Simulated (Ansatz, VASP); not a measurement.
KCr2MoF6: VASP beside Ansatz

Contents of INCAR:

```
SYSTEM = KCr2MoF6
ALGO = Normal ; EDIFF = 1E-6
ENCUT = 520 ; GGA = PE
ISIF = 2 ; ISMEAR = -1
LASPH = .True. ; LCHARG = .False.
LREAL = .False. ; LWAVE = .False.
NBANDS = 56 ; NELM = 80
PREC = Accurate ; SIGMA = 0.1
```

KPOINTS

```
k-points
0
Gamma
  4 4 4
  0 0 0
```

The input POSCAR:

```
KCr2MoF6
1.0
    0.0000000000      3.9127290000      3.9127290000
    3.9127290000      0.0000000000      3.9127290000
    3.9127290000      3.9127290000      0.0000000000
Mo K Cr F
1 1 2 6
Direct
    0.0000000000      0.0000000000      0.0000000000
    0.5000000000      0.5000000000      0.5000000000
    0.2500000000      0.2500000000      0.2500000000
    0.7500000000      0.7500000000      0.7500000000
    0.7730000000      0.2270000000      0.2270000000
    0.2270000000      0.7730000000      0.2270000000
    0.2270000000      0.7730000000      0.7730000000
    0.7730000000      0.2270000000      0.7730000000
    0.2270000000      0.2270000000      0.7730000000
    0.7730000000      0.7730000000      0.2270000000
```

Input for Ansatz:

```yaml
crystal:
  lattice:
    - [0.0, 3.912729, 3.912729]
    - [3.912729, 0.0, 3.912729]
    - [3.912729, 3.912729, 0.0]
  atoms:
    - { symbol: Mo, position: [0.0, 0.0, 0.0] }
    - { symbol: K, position: [0.5, 0.5, 0.5] }
    - { symbol: Cr, position: [0.25, 0.25, 0.25] }
    - { symbol: Cr, position: [0.75, 0.75, 0.75] }
    - { symbol: F, position: [0.773, 0.227, 0.227] }
    - { symbol: F, position: [0.227, 0.773, 0.227] }
    - { symbol: F, position: [0.227, 0.773, 0.773] }
    - { symbol: F, position: [0.773, 0.227, 0.773] }
    - { symbol: F, position: [0.227, 0.227, 0.773] }
    - { symbol: F, position: [0.773, 0.773, 0.227] }
  symmetry: { tolerance: 0.0003 }
kpoints:
  mp_grid: { grid: [4, 4, 4], shift: [0, 0, 0] }
magnetization:
  spin_polarized: false
scf:
  occupations: { method: fermi_dirac }
  mixing: { preconditioner: kerker_dos }
hamiltonian:
  pseudopotentials: { kind: paw }
  xc: pbe
basis:
  ecutwfc: 420
output:
  forces: true
  stress: true
  eigenvalues: true
```

Alike in both runs: task single point; functional PBE; k mesh 4 × 4 × 4; no spin polarisation.

```csv
,VASP,Ansatz
version,VASP 6.6.1,Ansatz 0.2.0
potentials or method,"VASP PAW PBE potentials, release 64 (Mo_sv, K_sv, Cr_pv, F), cutoff 520 eV",PAW plane waves
occupations,"fermi-dirac, width 0.1 eV",fermi-dirac
valence electrons in the cell,89,93
```

```tsv
	VASP	Ansatz	Ansatz less VASP
gap on the k mesh at the Fermi level (eV)	none	none	-
rms of the force components (eV/Å)	1.927	1.869	-0.0581
```

Atom by atom the forces differ by 0.058 eV/Å (rms over components). A gap of «none» marks a metal or a gap that the smearing closes. VASP's potentials hold 89 valence electrons a cell and Ansatz's 93, so a difference there can come from the potentials and not from the codes.
